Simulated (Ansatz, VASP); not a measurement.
# HfRu3 in VASP and in Ansatz

```
Hf Ru
1.0
     3.95577    0.00000    0.00000
     0.00000    3.95577    0.00000
     0.00000    0.00000    3.95577
Hf Ru
1 3
Cartesian
  0.0276 -0.0068 -0.0237
  0.0101 1.9725 2.0107
  1.9638 0.0717 1.9691
  2.0008 1.9650 0.0225
```

Change from the starting cell: atoms moved at random, drawn with an rms of 0.05 Å.

Alike in both runs: task single point; functional PBE; k mesh 7 × 7 × 7; occupations fermi-dirac, width 0.05 eV; no spin polarisation.

```csv
,VASP,Ansatz
version,VASP 6.6.1,Ansatz 0.2.0
potentials or method,"VASP PAW PBE potentials, release 64 (Hf_pv, Ru_pv)",Ansatz PAW
plane-wave cutoff (eV),520,420
valence electrons in the cell,52,74
```

VASP gave:

| Item | Value |
| --- | --- |
| gap on the k mesh at the Fermi level (eV) | none |
| pressure (GPa) | -1.4 |
| traceless stress, the component that is largest in VASP (GPa) | -0.17 |
| rms of the force components (eV/Å) | 0.240 |

Task: What did Ansatz give for the same quantities?

Result: gap on the k mesh at the Fermi level (eV): none; pressure (GPa): -0.6; traceless stress, the component that is largest in VASP (GPa): -0.17; rms of the force components (eV/Å): 0.243.

Atom by atom the forces differ by 0.006 eV/Å (rms over components). A gap of «none» marks a metal or a gap that the smearing closes. VASP's potentials hold 52 valence electrons a cell and Ansatz's 74, so a difference there can come from the potentials and not from the codes.

Spin-orbit coupling is off throughout.
